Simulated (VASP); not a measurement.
A run of VASP 6.6.1 is set up as follows.

File POSCAR:

```
SiW3
1.0
   -2.5891531054      2.5373700433      2.5373700433
    2.5891531054     -2.6409361675      2.6409361675
    2.5891531054      2.6409361675     -2.6409361675
Si W
1 3
Direct
    0.0000000000      0.0000000000      0.0000000000
    0.5000000000      0.5000000000      0.0000000000
    0.5000000000      0.0000000000      0.5000000000
    0.0000000000      0.5000000000      0.5000000000
```

Contents of INCAR.step1:

```
SYSTEM = SiW3
PREC     = Accurate       ! precision mode
ENCUT    = 520            ! plane-wave cutoff, eV
ISMEAR   = 0              ! smearing method
SIGMA    = 0.15           ! smearing width, eV
LREAL    = .FALSE.        ! projectors in reciprocal space
LASPH    = .TRUE.         ! aspherical terms in the spheres
NELM     = 60             ! most SCF steps
NBANDS   = 31             ! bands
GGA      = PE             ! functional
ALGO     = Normal         ! electronic algorithm
EDIFF    = 1E-4           ! SCF threshold, eV
LWAVE    = .TRUE.         ! write WAVECAR
LCHARG   = .FALSE.        ! write CHGCAR
KPAR     = 4
```

File INCAR.step2:

```
SYSTEM = SiW3
PREC     = Accurate       ! precision mode
ENCUT    = 520            ! plane-wave cutoff, eV
EDIFF    = 1E-6           ! SCF threshold, eV
ISMEAR   = 0              ! smearing method
SIGMA    = 0.15           ! smearing width, eV
LREAL    = .FALSE.        ! projectors in reciprocal space
LASPH    = .TRUE.         ! aspherical terms in the spheres
NELM     = 60             ! most SCF steps
ALGO     = Normal         ! electronic algorithm
ISIF     = 2              ! what is computed and relaxed
LWAVE    = .FALSE.        ! write WAVECAR
LCHARG   = .FALSE.        ! write CHGCAR
METAGGA  = R2SCAN         ! meta-GGA
LMIXTAU  = .TRUE.       
NBANDS   = 31             ! bands
ISTART   = 1            
KPAR     = 4
```

KPOINTS

```
Automatic mesh
0
G
  14 14 14
  0 0 0
```

Potentials or basis: VASP PAW PBE potentials, release 64 (Si, W_sv).

Command:

```sh
$ cat potpaw_PBE.64/Si/POTCAR potpaw_PBE.64/W_sv/POTCAR > POTCAR
$ cp INCAR.step1 INCAR
$ mpirun -np 4 vasp_std > vasp.out
$ cp INCAR.step2 INCAR
$ mpirun -np 4 vasp_std > vasp.out
```

Problem. Estimate the band gap on the k mesh.

Solution. Zero (bands 23 and 24 overlap by 1.93 eV).

Problem. What does it give for the pressure?

Solution. 0.7 GPa.

Stress tensor (GPa, compression positive):
```
 0.73  0.00  0.00
 0.00  0.63 -4.00
 0.00 -4.00  0.63
```

Caveat: the cell differs from its parent crystal (strain -0.0400 x Voigt [0, 0, 0, 1, 0, 0]); the PAW data sets were made with another functional, which shifts forces and pressure a little; spin-orbit coupling is left out, which moves the levels of the heavy elements.
